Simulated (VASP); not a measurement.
# BN (R3m) in VASP: a series of runs

The runs below take BN through single point, with PBE.

Everything below comes from runs of VASP 6.6.1. Logs are shortened: lines on timing, memory, paths and dates and some standing lists are left out, and cuts for length are marked.

## Step 1: The cell of the first run

Symmetry: R3m, No. 160, trigonal system. The conventional cell has a = 2.501 Å, b = 2.501 Å, c = 10.309 Å, α = 90.00°, β = 90.00°, γ = 120.00°. Within 1.9 Å of B (site symmetry 3m) lie 3 N at 1.44 Å. Within 1.9 Å of N (site symmetry 3m) lie 3 B at 1.44 Å.

## Step 2: Single point, PBE

File INCAR:

```
SYSTEM = BN
PREC     = Accurate       ! precision mode
ENCUT    = 600            ! plane-wave cutoff, eV
EDIFF    = 1E-6           ! SCF threshold, eV
ISMEAR   = 0              ! smearing method
SIGMA    = 0.01           ! smearing width, eV
LREAL    = .False.        ! projectors in reciprocal space
LASPH    = .True.         ! aspherical terms in the spheres
NELM     = 120            ! most SCF steps
ALGO     = Normal         ! electronic algorithm
ISIF     = 2              ! what is computed and relaxed
LWAVE    = .False.        ! write WAVECAR
LCHARG   = .False.        ! write CHGCAR
GGA      = PE             ! functional
NBANDS   = 11             ! bands
GGA_COMPAT= .False.
```

File KPOINTS:

```
regular mesh
0
Gamma
  6 6 6
  0 0 0
```

File POSCAR:

```
BN
1.0
    1.2503119188      0.7218679229      3.4363418923
   -1.2503119188      0.7218679229      3.4363418923
    0.0000000000     -1.4437358458      3.4363418923
B N
1 1
Direct
    0.9996208157      0.9996208157      0.9996208157
    0.3328121843      0.3328121843      0.3328121843
```

Potentials or basis: VASP PAW PBE potentials, release 64 (B, N).

Command:

```console
> cat potpaw_PBE.64/B/POTCAR potpaw_PBE.64/N/POTCAR > POTCAR
> mpirun -np 1 vasp_std > vasp.out
```

OUTCAR:

```text
SYSTEM = BN
   PREC = Accurate
   ENCUT = 600
   EDIFF = 1E-6
   ISMEAR = 0
   LREAL = .False.
   LASPH = .True.
   NELM = 120
   ISIF = 2
   GGA = PE

 ion  position               nearest neighbor table
   1  1.000  1.000  1.000-   2 1.44   2 1.44   2 1.44
   2  0.333  0.333  0.333-   1 1.44   1 1.44   1 1.44

  LATTYP: Found a trigonal (rhomboedric) cell.
 ALAT       =     3.7273071772
 COS(alpha) =     0.7749513734

  Lattice vectors:

 A1 = (   1.2503119188,   0.7218679229,   3.4363418923)
 A2 = (  -1.2503119188,   0.7218679229,   3.4363418923)
 A3 = (   0.0000000000,  -1.4437358458,   3.4363418923)

Analysis of symmetry for initial positions (statically):
=====================================================================
 Subroutine PRICEL returns:
 Original cell was already a primitive cell.

 Routine SETGRP: Setting up the symmetry group for a
 trigonal (rhombohedral) supercell.

 Subroutine GETGRP returns: Found  6 space group operations
 (whereof  6 operations were pure point group operations)
 out of a pool of 12 trial point group operations.

The static configuration has the point symmetry C_3v.

Analysis of symmetry for dynamics (positions and initial velocities):
=====================================================================
 Subroutine PRICEL returns:
 Original cell was already a primitive cell.

 Routine SETGRP: Setting up the symmetry group for a
 trigonal (rhombohedral) supercell.

 Subroutine GETGRP returns: Found  6 space group operations
 (whereof  6 operations were pure point group operations)
 out of a pool of 12 trial point group operations.

The dynamic configuration has the point symmetry C_3v.

 Subroutine INISYM returns: Found  6 space group operations
 (whereof  6 operations are pure point group operations),
 and found     1 'primitive' translations

----------------------------------------------------------------------------------------

                                     Primitive cell

  volume of cell :      18.6090

  direct lattice vectors                    reciprocal lattice vectors
     1.250311919  0.721867923  3.436341892     0.399900211  0.230882494  0.097002377
    -1.250311919  0.721867923  3.436341892    -0.399900211  0.230882494  0.097002377
     0.000000000 -1.443735846  3.436341892     0.000000000 -0.461764989  0.097002377

  length of vectors
     3.727307177  3.727307177  3.727307177     0.471843582  0.471843582  0.471843582

  position of ions in fractional coordinates (direct lattice)
     0.999620816  0.999620816  0.999620816
     0.332812184  0.332812184  0.332812184

  ion indices of the primitive-cell ions
   primitive index   ion index
                 1           1
                 2           2

----------------------------------------------------------------------------------------

 KPOINTS: regular mesh

Automatic generation of k-mesh.
 Grid dimensions read from file:
 generate k-points for:    6    6    6

 Generating k-lattice:

  Cartesian coordinates                     Fractional coordinates (reciprocal lattice)
     0.066650035  0.038480416  0.016167063     0.166666667  0.000000000 -0.000000000
    -0.066650035  0.038480416  0.016167063     0.000000000  0.166666667 -0.000000000
     0.000000000 -0.076960831  0.016167063    -0.000000000 -0.000000000  0.166666667

  Length of vectors
     0.078640597  0.078640597  0.078640597

  Shift w.r.t. Gamma in fractional coordinates (k-lattice)
     0.000000000  0.000000000  0.000000000

 Subroutine IBZKPT returns following result:
 ===========================================

 Found     32 irreducible k-points:

 Following reciprocal coordinates:
            Coordinates               Weight
  0.000000  0.000000  0.000000      1.000000
  0.166667  0.000000  0.000000      6.000000
  0.333333  0.000000  0.000000      6.000000
  0.500000  0.000000  0.000000      3.000000
  0.166667  0.166667  0.000000      6.000000
  0.333333  0.166667  0.000000     12.000000
[... 16 lines left out ...]
  0.500000  0.500000  0.166667      6.000000
 -0.333333  0.500000  0.166667     12.000000
 [... further k-points ...]
   k-points           NKPTS =     32   k-points in BZ     NKDIM =     32   number of bands    NBANDS=     11
   number of dos      NEDOS =    301   number of ions     NIONS =      2
   total plane-waves  NPLWV =  27000
   dimension x,y,z NGX =    30 NGY =   30 NGZ =   30
   dimension x,y,z NGXF=    60 NGYF=   60 NGZF=   60
   ions per type =               1   1
   NGX,Y,Z   is equivalent  to a cutoff of  13.38, 13.38, 13.38 a.u.
   NGXF,Y,Z  is equivalent  to a cutoff of  26.76, 26.76, 26.76 a.u.
 SYSTEM =  BN
   PREC   = accura    normal or accurate (medium, high low for compatibility)
   ISTART =      0    job   : 0-new  1-cont  2-samecut
   ICHARG =      2    charge: 1-file 2-atom 10-const
   ISPIN  =      1    spin polarized calculation?
   LNONCOLLINEAR =      F non collinear calculations
   LSORBIT =      F    spin-orbit coupling
   LASPH  =      T    aspherical Exc in radial PAW
   ENCUT  =  600.0 eV  44.10 Ry    6.64 a.u.   7.44  7.44  7.44*2*pi/ulx,y,z
   NELM   =    120;   NELMIN=  2; NELMDL= -5     # of ELM steps
   EDIFF  = 0.1E-05   stopping-criterion for ELM
   LREAL  =      F    real-space projection
   EDIFFG = 0.1E-04   stopping-criterion for IOM
   NSW    =      0    number of steps for IOM
   IBRION =     -1    ionic relax: 0-MD 1-quasi-New 2-CG
   NFREE  =      0    steps in history (QN), initial steepest desc. (CG)
   ISIF   =      2    stress and relaxation
   ISYM   =      2    0-nonsym 1-usesym 2-fastsym
   POTIM  = 0.5000    time-step for ionic-motion
   TEBEG  =    0.0;   TEEND  =   0.0 temperature during run
   PSTRESS=    0.0 pullay stress
   NELECT =       8.0000    total number of electrons
   NUPDOWN=      -1.0000    fix difference up-down
   EMIN   =  10.00;   EMAX   =-10.00  energy-range for DOS
   EFERMI =   0.00;   METHOD = LEGACY
   ISMEAR =     0;   SIGMA  =   0.01  broadening in eV -4-tet -1-fermi 0-gaus
   EFERMI_NEDOS =   21; number of points for ismear=-14 and -15
   IALGO  =     38    algorithm
   IMIX   =      4    mixing-type and parameters
     AMIX     =   0.40;   BMIX     =  1.00
     AMIX_MAG =   1.60;   BMIX_MAG =  1.00
  volume/ion in A,a.u.               =       9.30        62.79
  Fermi-wavevector in a.u.,A,eV,Ry     =   1.235559  2.334868 20.770745  1.526607
  Thomas-Fermi vector in A             =   2.370204
   LORBIT       =      0    0 simple, 1 ext, 2 COOP (PROOUT), +10 PAW based schemes
   GGA     = PE    functional components
   LHFCALC =     F    Hartree Fock is set to
   AEXX    =    0.0000 exact exchange contribution
   IVDW    =     0    specifies the selected vdW correction
   LEPSILON=     F    determine dielectric tensor
   LRPA    =     F    only Hartree local field effects (RPA)
 non-spin polarized calculation
 Gauss-broadening in eV      SIGMA  =   0.01
  energy-cutoff  :      600.00
  volume of cell :       18.61
 maximum number of plane-waves:       631
 NGX is ok and might be reduce to    30
   NGX = 15   NGY = 15   NGZ = 15

 number of electron       8.0000001 magnetization

 Free energy of the ion-electron system (eV)
  ---------------------------------------------------
  ext. energy  EPLUGINS =         0.00000000
  ---------------------------------------------------
  free energy    TOTEN  =       -17.58776313 eV

  energy without entropy =      -17.58776313  energy(sigma->0) =      -17.58776313

 E-fermi :   2.0571     XC(G=0):  -9.8578

 val. band max:        2.0016990972   @ k =  -0.3333   0.3333   0.0000
 cond. band min:       6.3194875707   @ k =   0.5000   0.5000   0.0000
 fundamental gap:      4.3177884735
 Fermi energy:         2.0571066643

 k-point     1 :       0.0000    0.0000    0.0000
  band No.  band energies     occupation
      1     -15.7755      2.00000
      2      -2.2918      2.00000
      3       0.7082      2.00000
      4       0.7082      2.00000
      5       7.0646      0.00000
      6      13.6875      0.00000
      7      13.6875      0.00000
      8      15.1254      0.00000
      9      16.6807      0.00000
     10      27.9058      0.00000
     11      29.4180      0.00000

 k-point     2 :       0.1667    0.0000    0.0000
  band No.  band energies     occupation
      1     -15.2331      2.00000
      2      -1.6947      2.00000
      3      -1.2776      2.00000
      4      -0.1779      2.00000
      5       8.0840      0.00000
      6      13.3582      0.00000
      7      13.5144      0.00000
      8      15.8971      0.00000
      9      18.1641      0.00000
     10      25.1332      0.00000
     11      27.5916      0.00000

 k-point     3 :       0.3333    0.0000    0.0000
  band No.  band energies     occupation
      1     -13.7756      2.00000
      2      -4.8834      2.00000
      3      -1.5314      2.00000
      4      -0.0306      2.00000
      5       9.3306      0.00000
      6      10.8627      0.00000
      7      13.4650      0.00000
      8      19.3471      0.00000
      9      20.7499      0.00000
     10      22.0477      0.00000
     11      24.8239      0.00000

 k-point     4 :       0.5000    0.0000    0.0000
  band No.  band energies     occupation
      1     -12.5934      2.00000
      2      -6.9308      2.00000
      3      -2.0836      2.00000
      4       1.3654      2.00000
      5       7.2583      0.00000
      6      11.9066      0.00000
      7      15.0114      0.00000
      8      16.8416      0.00000
      9      21.7929      0.00000
     10      23.8811      0.00000
     11      24.0215      0.00000

 k-point     5 :       0.1667    0.1667    0.0000
  band No.  band energies     occupation
      1     -15.2156      2.00000
      2      -1.8773      2.00000
      3      -1.2523      2.00000
      4      -0.1922      2.00000
      5       8.4173      0.00000
      6      13.1666      0.00000
      7      13.6583      0.00000
      8      15.8868      0.00000
      9      18.1877      0.00000
     10      24.7249      0.00000
     11      29.1320      0.00000
[... 211 lines left out ...]
 k-point    21 :      -0.3333    0.3333    0.1667
  band No.  band energies     occupation
      1     -12.6247      2.00000
      2      -6.0655      2.00000
      3      -3.2828      2.00000
      4       0.6104      2.00000
      5       7.6835      0.00000
      6      14.0981      0.00000
      7      15.8301      0.00000
      8      17.0310      0.00000
      9      21.0910      0.00000
     10      21.8786      0.00000
     11      24.5064      0.00000

 k-point    22 :      -0.1667    0.3333    0.1667
  band No.  band energies     occupation
      1     -12.6903      2.00000
      2      -6.0298      2.00000
      3      -3.2879      2.00000
      4       1.2476      2.00000
      5       7.4132      0.00000
      6      12.6908      0.00000
      7      15.1236      0.00000
      8      17.3071      0.00000
      9      20.0728      0.00000
     10      23.7930      0.00000
     11      24.9603      0.00000

 k-point    23 :       0.5000    0.5000    0.1667
  band No.  band energies     occupation
      1     -13.6520      2.00000
      2      -4.8258      2.00000
      3      -1.5720      2.00000
      4      -1.1098      2.00000
      5       8.8973      0.00000
      6      12.2669      0.00000
      7      15.6008      0.00000
      8      19.3619      0.00000
      9      20.6442      0.00000
     10      22.0539      0.00000
     11      26.9695      0.00000

 k-point    24 :      -0.3333    0.5000    0.1667
  band No.  band energies     occupation
      1     -12.6104      2.00000
      2      -6.0233      2.00000
      3      -3.3109      2.00000
      4       0.4990      2.00000
      5       7.3853      0.00000
      6      14.0707      0.00000
      7      15.8218      0.00000
      8      18.0926      0.00000
      9      21.2485      0.00000
     10      22.7766      0.00000
     11      24.4891      0.00000

 [... further k-points ...]

------------------------ aborting loop because EDIFF is reached ----------------------------------------

  FORCE on cell =-STRESS in cart. coord.  units (eV):
  Direction    XX          YY          ZZ          XY          YZ          ZX
  --------------------------------------------------------------------------------------
  -------------------------------------------------------------------------------------
  Total        0.5493668      0.5493668      0.1922859      0.0000000      0.0000000      0.0000000
  in kB       47.2987086     47.2987086     16.5551957      0.0000000      0.0000000      0.0000000
  external PRESSURE =      37.0508709 kB  Pullay stress =       0.0000000 kB

 VOLUME and BASIS-vectors are now :
 -----------------------------------------------------------------------------
  energy-cutoff  :      600.00
  volume of cell :       18.61
      direct lattice vectors                 reciprocal lattice vectors
     1.250311919  0.721867923  3.436341892     0.399900211  0.230882494  0.097002377
    -1.250311919  0.721867923  3.436341892    -0.399900211  0.230882494  0.097002377
     0.000000000 -1.443735846  3.436341892     0.000000000 -0.461764989  0.097002377

 POSITION                                       TOTAL-FORCE (eV/Angst)
 -----------------------------------------------------------------------------------
      0.00000      0.00000     10.30512         0.000000     -0.000000      0.003905
      0.00000      0.00000      3.43097         0.000000      0.000000     -0.003905
 -----------------------------------------------------------------------------------
    total drift:                               -0.000000      0.000000      0.000061

  FREE ENERGIE OF THE ION-ELECTRON SYSTEM (eV)
  ---------------------------------------------------
  free  energy   TOTEN  =       -17.5877631331 eV

  energy  without entropy=      -17.5877631331  energy(sigma->0) =      -17.58776313
```

Run time: 10 s. Hardware: 1 thread of AMD EPYC 9R14 (Zen 4), shared host; peak memory 0.13 GiB.

What came out:

| Quantity | Value |
| --- | --- |
| Free energy | -17.5878 eV |
| Pressure | 3.7 GPa |
| Largest force | 0.004 eV/Å |
| Band gap on the k mesh | 4.32 eV, indirect (least direct gap 4.70 eV) |

Forces in eV/Å, atoms in the order of the input:
```
B    0.000  0.000  0.004
N    0.000  0.000 -0.004
```

Caveat: the k points lie up to 0.49 Å⁻¹ apart.

(Part 1 of 2 ends here.)
